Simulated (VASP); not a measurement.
# Zn (Im-3m) in VASP: notebook

The runs below take Zn through relaxation of cell and atoms, with PBEsol.

All numbers are computed with VASP 6.6.1; they aren't measurements. Logs are shortened: lines on timing, memory, paths and dates and some standing lists are left out, and cuts for length are marked.

**1. The cell of the first run**

It takes space group Im-3m (No. 229, cubic). Conventional cell: a = 3.138 Å, b = 3.138 Å, c = 3.138 Å, α = 90.00°, β = 90.00°, γ = 90.00°. Zn (site symmetry m-3m) has 14 Zn at 2.72 to 3.14 Å within 3.6 Å.

**2. Relaxation of cell and atoms, PBEsol**

File INCAR:

```
  PREC = Accurate
  ENCUT = 600
  EDIFF = 1E-6
  ISMEAR = -1
  SIGMA = 0.05
  LREAL = False
  LASPH = True
  NELM = 80
  ALGO = Normal
  ISIF = 3
  LWAVE = False
  LCHARG = False
  GGA = PS
  IBRION = 2
  NSW = 60
  EDIFFG = -0.01
```

File KPOINTS:

```
regular mesh
0
Gamma
  12 12 12
```

File POSCAR:

```
Zn
1.0
   -1.5690370000      1.5690370000      1.5690370000
    1.5690370000     -1.5690370000      1.5690370000
    1.5690370000      1.5690370000     -1.5690370000
Zn
1
Direct
    0.0000000000      0.0000000000      0.0000000000
```

Potentials or basis: VASP PAW PBE potentials, release 64 (Zn).

On the command line:

```sh
$ cat potpaw_PBE.64/Zn/POTCAR > POTCAR
$ mpirun -np 1 vasp_std > vasp.out
```

OUTCAR:

```text
PREC = Accurate
   ENCUT = 600
   EDIFF = 1E-6
   ISMEAR = -1
   LREAL = False
   LASPH = True
   NELM = 80
   ISIF = 3
   GGA = PS
   IBRION = 2
   NSW = 60
   EDIFFG = -0.01

 ion  position               nearest neighbor table
   1  0.000  0.000  0.000-

  LATTYP: Found a body centered cubic cell.
 ALAT       =     3.1380740000

  Lattice vectors:

 A1 = (  -1.5690370000,   1.5690370000,   1.5690370000)
 A2 = (   1.5690370000,  -1.5690370000,   1.5690370000)
 A3 = (   1.5690370000,   1.5690370000,  -1.5690370000)

Analysis of symmetry for initial positions (statically):
=====================================================================
 Subroutine PRICEL returns:
 Original cell was already a primitive cell.

 Routine SETGRP: Setting up the symmetry group for a
 body centered cubic supercell.

 Subroutine GETGRP returns: Found 48 space group operations
 (whereof 48 operations were pure point group operations)
 out of a pool of 48 trial point group operations.

The static configuration has the point symmetry O_h .

Analysis of symmetry for dynamics (positions and initial velocities):
=====================================================================
 Subroutine PRICEL returns:
 Original cell was already a primitive cell.

 Routine SETGRP: Setting up the symmetry group for a
 body centered cubic supercell.

 Subroutine GETGRP returns: Found 48 space group operations
 (whereof 48 operations were pure point group operations)
 out of a pool of 48 trial point group operations.

The dynamic configuration has the point symmetry O_h .

 Subroutine INISYM returns: Found 48 space group operations
 (whereof 48 operations are pure point group operations),
 and found     1 'primitive' translations

----------------------------------------------------------------------------------------

                                     Primitive cell

  volume of cell :      15.4511

  direct lattice vectors                    reciprocal lattice vectors
    -1.569037000  1.569037000  1.569037000     0.000000000  0.318666800  0.318666800
     1.569037000 -1.569037000  1.569037000     0.318666800  0.000000000  0.318666800
     1.569037000  1.569037000 -1.569037000     0.318666800  0.318666800  0.000000000

  length of vectors
     2.717651803  2.717651803  2.717651803     0.450662911  0.450662911  0.450662911

  position of ions in fractional coordinates (direct lattice)
     0.000000000  0.000000000  0.000000000

  ion indices of the primitive-cell ions
   primitive index   ion index
                 1           1

----------------------------------------------------------------------------------------

 KPOINTS: regular mesh

Automatic generation of k-mesh.
 Grid dimensions read from file:
 generate k-points for:   12   12   12

 Generating k-lattice:

  Cartesian coordinates                     Fractional coordinates (reciprocal lattice)
     0.000000000  0.026555567  0.026555567     0.083333333  0.000000000  0.000000000
     0.026555567  0.000000000  0.026555567     0.000000000  0.083333333  0.000000000
     0.026555567  0.026555567  0.000000000     0.000000000  0.000000000  0.083333333

  Length of vectors
     0.037555243  0.037555243  0.037555243

  Shift w.r.t. Gamma in fractional coordinates (k-lattice)
     0.000000000  0.000000000  0.000000000

 Subroutine IBZKPT returns following result:
 ===========================================

 Found     72 irreducible k-points:

 Following reciprocal coordinates:
            Coordinates               Weight
  0.000000  0.000000  0.000000      1.000000
  0.083333  0.000000  0.000000     12.000000
  0.166667  0.000000  0.000000     12.000000
  0.250000  0.000000  0.000000     12.000000
  0.333333  0.000000  0.000000     12.000000
  0.416667  0.000000  0.000000     12.000000
[... 16 lines left out ...]
  0.333333  0.083333  0.083333     24.000000
  0.416667  0.083333  0.083333     12.000000
 [... further k-points ...]
   k-points           NKPTS =     72   k-points in BZ     NKDIM =     72   number of bands    NBANDS=     10
   number of dos      NEDOS =    301   number of ions     NIONS =      1
   total plane-waves  NPLWV =  13824
   dimension x,y,z NGX =    24 NGY =   24 NGZ =   24
   dimension x,y,z NGXF=    48 NGYF=   48 NGZF=   48
   ions per type =               1
   NGX,Y,Z   is equivalent  to a cutoff of  14.68, 14.68, 14.68 a.u.
   NGXF,Y,Z  is equivalent  to a cutoff of  29.36, 29.36, 29.36 a.u.
 SYSTEM =  unknown system
   PREC   = accura    normal or accurate (medium, high low for compatibility)
   ISTART =      0    job   : 0-new  1-cont  2-samecut
   ICHARG =      2    charge: 1-file 2-atom 10-const
   ISPIN  =      1    spin polarized calculation?
   LNONCOLLINEAR =      F non collinear calculations
   LSORBIT =      F    spin-orbit coupling
   LASPH  =      T    aspherical Exc in radial PAW
   ENCUT  =  600.0 eV  44.10 Ry    6.64 a.u.   5.43  5.43  5.43*2*pi/ulx,y,z
   NELM   =     80;   NELMIN=  2; NELMDL= -5     # of ELM steps
   EDIFF  = 0.1E-05   stopping-criterion for ELM
   LREAL  =      F    real-space projection
   EDIFFG = -.1E-01   stopping-criterion for IOM
   NSW    =     60    number of steps for IOM
   IBRION =      2    ionic relax: 0-MD 1-quasi-New 2-CG
   NFREE  =      1    steps in history (QN), initial steepest desc. (CG)
   ISIF   =      3    stress and relaxation
   ISYM   =      2    0-nonsym 1-usesym 2-fastsym
   POTIM  = 0.5000    time-step for ionic-motion
   TEBEG  =    0.0;   TEEND  =   0.0 temperature during run
   PSTRESS=    0.0 pullay stress
   NELECT =      12.0000    total number of electrons
   NUPDOWN=      -1.0000    fix difference up-down
   EMIN   =  10.00;   EMAX   =-10.00  energy-range for DOS
   EFERMI =   0.00;   METHOD = LEGACY
   ISMEAR =    -1;   SIGMA  =   0.05  broadening in eV -4-tet -1-fermi 0-gaus
   EFERMI_NEDOS =   21; number of points for ismear=-14 and -15
   IALGO  =     38    algorithm
   IMIX   =      4    mixing-type and parameters
     AMIX     =   0.40;   BMIX     =  1.00
     AMIX_MAG =   1.60;   BMIX_MAG =  1.00
  volume/ion in A,a.u.               =      15.45       104.27
  Fermi-wavevector in a.u.,A,eV,Ry     =   1.504811  2.843681 30.809811  2.264457
  Thomas-Fermi vector in A             =   2.615742
   LORBIT       =      0    0 simple, 1 ext, 2 COOP (PROOUT), +10 PAW based schemes
   GGA     = PS    functional components
   LHFCALC =     F    Hartree Fock is set to
   AEXX    =    0.0000 exact exchange contribution
   IVDW    =     0    specifies the selected vdW correction
   LEPSILON=     F    determine dielectric tensor
   LRPA    =     F    only Hartree local field effects (RPA)
 conjugate gradient relaxation of ions
 non-spin polarized calculation
  energy-cutoff  :      600.00
  volume of cell :       15.45
 maximum number of plane-waves:       533
 NGX is ok and might be reduce to    24
   NGX = 11   NGY = 11   NGZ = 11

--------------------------------------- Ionic step        1  -------------------------------------------

 number of electron      11.9999995 magnetization

 Free energy of the ion-electron system (eV)
  ---------------------------------------------------
  ext. energy  EPLUGINS =         0.00000000
  ---------------------------------------------------
  free energy    TOTEN  =        -1.46934015 eV

  energy without entropy =       -1.46569330  energy(sigma->0) =       -1.46751672

------------------------ aborting loop because EDIFF is reached ----------------------------------------

  FORCE on cell =-STRESS in cart. coord.  units (eV):
  Direction    XX          YY          ZZ          XY          YZ          ZX
  --------------------------------------------------------------------------------------
  -------------------------------------------------------------------------------------
  Total       -0.4772276     -0.4772276     -0.4772276      0.0000000      0.0000000     -0.0000000
  in kB      -49.4853408    -49.4853408    -49.4853408      0.0000000      0.0000000     -0.0000000
  external PRESSURE =     -49.4853408 kB  Pullay stress =       0.0000000 kB

 VOLUME and BASIS-vectors are now :
 -----------------------------------------------------------------------------
  energy-cutoff  :      600.00
  volume of cell :       15.45
      direct lattice vectors                 reciprocal lattice vectors
    -1.569037000  1.569037000  1.569037000     0.000000000  0.318666800  0.318666800
     1.569037000 -1.569037000  1.569037000     0.318666800  0.000000000  0.318666800
     1.569037000  1.569037000 -1.569037000     0.318666800  0.318666800  0.000000000
[... 71 lines left out ...]
 POSITION                                       TOTAL-FORCE (eV/Angst)
 -----------------------------------------------------------------------------------
      0.00000      0.00000      0.00000        -0.000000      0.000000      0.000000
 -----------------------------------------------------------------------------------
    total drift:                               -0.000000     -0.000000      0.000000

  FREE ENERGIE OF THE ION-ELECTRON SYSTEM (eV)
  ---------------------------------------------------
  free  energy   TOTEN  =        -1.4884239160 eV

  energy  without entropy=       -1.4848558673  energy(sigma->0) =       -1.48663989

--------------------------------------- Ionic step        4  -------------------------------------------

 number of electron      12.0000006 magnetization

 Free energy of the ion-electron system (eV)
  ---------------------------------------------------
  ext. energy  EPLUGINS =         0.00000000
  ---------------------------------------------------
  free energy    TOTEN  =        -1.48845652 eV

  energy without entropy =       -1.48484123  energy(sigma->0) =       -1.48664887

 E-fermi :   3.5045     XC(G=0): -12.0372

 val. band max:        3.5026892835   @ k =  -0.4167  -0.4167   0.0833
 cond. band min:       3.5105719197   @ k =   0.4167   0.0833   0.0000
 fundamental gap:      0.0078826362
 Fermi energy:         3.5044699397

 k-point     1 :       0.0000    0.0000    0.0000
  band No.  band energies     occupation
      1      -7.5062      2.00000
      2      -4.4759      2.00000
      3      -4.4759      2.00000
      4      -4.4759      2.00000
      5      -3.9016      2.00000
      6      -3.9016      2.00000
      7      23.7063      0.00000
      8      23.7063      0.00000
      9      23.7063      0.00000
     10      24.8817      0.00000

 k-point     2 :       0.0833    0.0000    0.0000
  band No.  band energies     occupation
      1      -7.2757      2.00000
      2      -4.4996      2.00000
      3      -4.4710      2.00000
      4      -4.4174      2.00000
      5      -3.9236      2.00000
      6      -3.9001      2.00000
      7      20.5574      0.00000
      8      22.1221      0.00000
      9      22.5351      0.00000
     10      23.5841      0.00000
[... 274 lines left out ...]
 k-point    24 :       0.4167    0.0833    0.0833
  band No.  band energies     occupation
      1      -5.0944      2.00000
      2      -4.8233      2.00000
      3      -3.9124      2.00000
      4      -3.8601      2.00000
      5      -3.8071      2.00000
      6       1.2580      2.00000
      7       2.9015      1.99999
      8      12.4854      0.00000
      9      13.0715      0.00000
     10      23.7474      0.00000

 [... further k-points ...]
[... 5 lines left out ...]
  --------------------------------------------------------------------------------------
  -------------------------------------------------------------------------------------
  Total        0.0013959      0.0013959      0.0013959     -0.0000000     -0.0000000     -0.0000000
  in kB        0.1562482      0.1562482      0.1562482     -0.0000000     -0.0000000     -0.0000000
  external PRESSURE =       0.1562482 kB  Pullay stress =       0.0000000 kB

 VOLUME and BASIS-vectors are now :
 -----------------------------------------------------------------------------
  energy-cutoff  :      600.00
  volume of cell :       14.31
      direct lattice vectors                 reciprocal lattice vectors
    -1.529550255  1.529550255  1.529550255     0.000000000  0.326893476  0.326893476
     1.529550255 -1.529550255  1.529550255     0.326893476  0.000000000  0.326893476
     1.529550255  1.529550255 -1.529550255     0.326893476  0.326893476  0.000000000

 POSITION                                       TOTAL-FORCE (eV/Angst)
 -----------------------------------------------------------------------------------
      0.00000      0.00000      0.00000         0.000000      0.000000      0.000000
 -----------------------------------------------------------------------------------
    total drift:                               -0.000000      0.000000      0.000000

  FREE ENERGIE OF THE ION-ELECTRON SYSTEM (eV)
  ---------------------------------------------------
  free  energy   TOTEN  =        -1.4884565157 eV

  energy  without entropy=       -1.4848412325  energy(sigma->0) =       -1.48664887

 reached required accuracy - stopping structural energy minimisation
```

Run time: 15 s. Hardware: 1 thread of Intel Xeon Platinum 8375C at 2.90GHz (Ice Lake), shared host; peak memory 0.15 GiB.

Results:

```yaml
Free_energy: -1.4885 eV
Relaxed_volume: 14.31 Å³/atom
Relaxed_cell: a = 2.649 Å, b = 2.649 Å, c = 2.649 Å, α = 109.47°, β = 109.47°, γ = 109.47°
Space_group_after_relaxing_to_0.05_Å: Im-3m (No. 229)
Energy_gained_by_relaxing: 19.1 meV/atom
Ionic_steps: 4
Pressure_after_relaxing: 0.0 GPa
Band_gap_on_the_k_mesh: zero (band 6 reaches 7.77 eV, above the bottom of band 7 at 2.62 eV)
```

The path:
| step | energy change (eV) | largest force (eV/Å) | pressure (GPa) | volume (Å³) |
| --- | --- | --- | --- | --- |
| 1 | 0.0000 | 0.0000 | -4.95 | 15.45 |
| 2 | -0.0190 | 0.0000 | -0.68 | 14.41 |
| 3 | -0.0191 | 0.0000 | 0.30 | 14.27 |
| 4 | -0.0191 | 0.0000 | 0.02 | 14.31 |

Final structure:
```xyz
1
Lattice="-1.5296 1.5296 1.5296 1.5296 -1.5296 1.5296 1.5296 1.5296 -1.5296" Properties=species:S:1:pos:R:3 pbc="T T T"
Zn    0.0000    0.0000    0.0000
```

Caveat: the PAW data sets were made with another functional, which shifts forces and pressure a little.

**3. Relaxation of cell and atoms, PBEsol, target pressure 2 GPa, at which the enthalpy is minimised**

File INCAR:

```
PREC = Accurate
ENCUT = 600
EDIFF = 1E-6
ISMEAR = -1
SIGMA = 0.05
LREAL = False
LASPH = True
NELM = 80
ALGO = Fast
ISIF = 3
LWAVE = False
LCHARG = False
GGA = PS
IBRION = 2
NSW = 60
EDIFFG = -0.01
PSTRESS = 20.0
```

KPOINTS is that of step 2.

POSCAR is that of step 2.

Potentials or basis: VASP PAW PBE potentials, release 64 (Zn).

On the command line:

```sh
$ cat potpaw_PBE.64/Zn/POTCAR > POTCAR
$ mpirun -np 1 vasp_std > vasp.out
```

OUTCAR:

```text
PREC = Accurate
   ENCUT = 600
   EDIFF = 1E-6
   ISMEAR = -1
   LREAL = False
   LASPH = True
   NELM = 80
   ISIF = 3
   GGA = PS
   IBRION = 2
   NSW = 60
   EDIFFG = -0.01
   PSTRESS = 20.0

 ion  position               nearest neighbor table
   1  0.000  0.000  0.000-

  LATTYP: Found a body centered cubic cell.
 ALAT       =     3.1380740000

  Lattice vectors:

 A1 = (  -1.5690370000,   1.5690370000,   1.5690370000)
 A2 = (   1.5690370000,  -1.5690370000,   1.5690370000)
 A3 = (   1.5690370000,   1.5690370000,  -1.5690370000)

Analysis of symmetry for initial positions (statically):
=====================================================================
 Subroutine PRICEL returns:
 Original cell was already a primitive cell.

 Routine SETGRP: Setting up the symmetry group for a
 body centered cubic supercell.

 Subroutine GETGRP returns: Found 48 space group operations
 (whereof 48 operations were pure point group operations)
 out of a pool of 48 trial point group operations.

The static configuration has the point symmetry O_h .

[... 165 lines left out ...]
  Direction    XX          YY          ZZ          XY          YZ          ZX
  --------------------------------------------------------------------------------------
  -------------------------------------------------------------------------------------
  Total       -0.4755059     -0.4755059     -0.4755059      0.0000000      0.0000000      0.0000000
  in kB      -49.3068196    -49.3068196    -49.3068196      0.0000000      0.0000000      0.0000000
  external PRESSURE =     -69.3068196 kB  Pullay stress =      20.0000000 kB
[... 135 lines left out ...]
--------------------------------------- Ionic step        5  -------------------------------------------

 number of electron      12.0000009 magnetization

 Free energy of the ion-electron system (eV)
  ---------------------------------------------------
  ext. energy  EPLUGINS =         0.00000000
  ---------------------------------------------------
  free energy    TOTEN  =        -1.48702472 eV

  energy without entropy =       -1.48369344  energy(sigma->0) =       -1.48535908

 E-fermi :   3.6800     XC(G=0): -12.1416

 val. band max:        3.5444023631   @ k =   0.3333   0.2500   0.0833
 cond. band min:       3.6897529941   @ k =   0.4167   0.0833   0.0000
 fundamental gap:      0.1453506310
 Fermi energy:         3.6800041619

 k-point     1 :       0.0000    0.0000    0.0000
  band No.  band energies     occupation
      1      -7.5231      2.00000
      2      -4.3890      2.00000
      3      -4.3890      2.00000
      4      -4.3890      2.00000
      5      -3.7951      2.00000
      6      -3.7951      2.00000
      7      24.1978      0.00000
      8      24.1978      0.00000
      9      24.1978      0.00000
     10      25.2053      0.00000
[... 287 lines left out ...]
 k-point    24 :       0.4167    0.0833    0.0833
  band No.  band energies     occupation
      1      -5.0361      2.00000
      2      -4.7504      2.00000
      3      -3.8059      2.00000
      4      -3.7515      2.00000
      5      -3.7021      2.00000
      6       1.3439      2.00000
      7       3.0899      1.99999
      8      12.7711      0.00000
      9      13.3195      0.00000
     10      24.1130      0.00000

 [... further k-points ...]
[... 5 lines left out ...]
  --------------------------------------------------------------------------------------
  -------------------------------------------------------------------------------------
  Total        0.1701346      0.1701346      0.1701346     -0.0000000      0.0000000     -0.0000000
  in kB       19.4147794     19.4147794     19.4147794     -0.0000000      0.0000000     -0.0000000
  external PRESSURE =      -0.5852206 kB  Pullay stress =      20.0000000 kB
[... 20 lines left out ...]
  energy  without entropy=       -1.4836934444  energy(sigma->0) =       -1.48535908

  enthalpy is  TOTEN    =        -1.3117617796 eV   P V=        0.1752629419

 reached required accuracy - stopping structural energy minimisation
```

It took 20 s on 1 thread of Intel Xeon Platinum 8375C at 2.90GHz (Ice Lake), shared host; peak memory 0.15 GiB.

Results:

- Free energy: -1.4870 eV
- Relaxed volume: 14.04 Å³/atom
- Relaxed cell: a = 2.632 Å, b = 2.632 Å, c = 2.632 Å, α = 109.47°, β = 109.47°, γ = 109.47°
- Space group after relaxing (to 0.05 Å): Im-3m (No. 229)
- Energy change on relaxing (the enthalpy is what falls): -17.7 meV/atom
- Ionic steps: 5
- Pressure after relaxing: 1.9 GPa
- Band gap on the k mesh: zero (band 6 reaches 7.96 eV, above the bottom of band 7 at 2.81 eV)

Step by step:
```
step  energy change (eV)  largest force (eV/Å)  pressure (GPa)  volume (Å³)
   1              0.0000                0.0000           -4.93        15.45
   2             -0.0173                0.0000            1.60        14.00
   3             -0.0164                0.0000            2.15        13.94
   4             -0.0168                0.0000            2.42        13.97
   5             -0.0177                0.0000            1.94        14.04
```

Final structure:
```
CELL_PARAMETERS angstrom
-1.51974 1.51974 1.51974
1.51974 -1.51974 1.51974
1.51974 1.51974 -1.51974
ATOMIC_POSITIONS crystal
Zn 0.00000 0.00000 0.00000
```

Caveat: the cell is relaxed towards a set pressure, so the enthalpy falls and the energy may rise; the PAW data sets were made with another functional, which shifts forces and pressure a little.
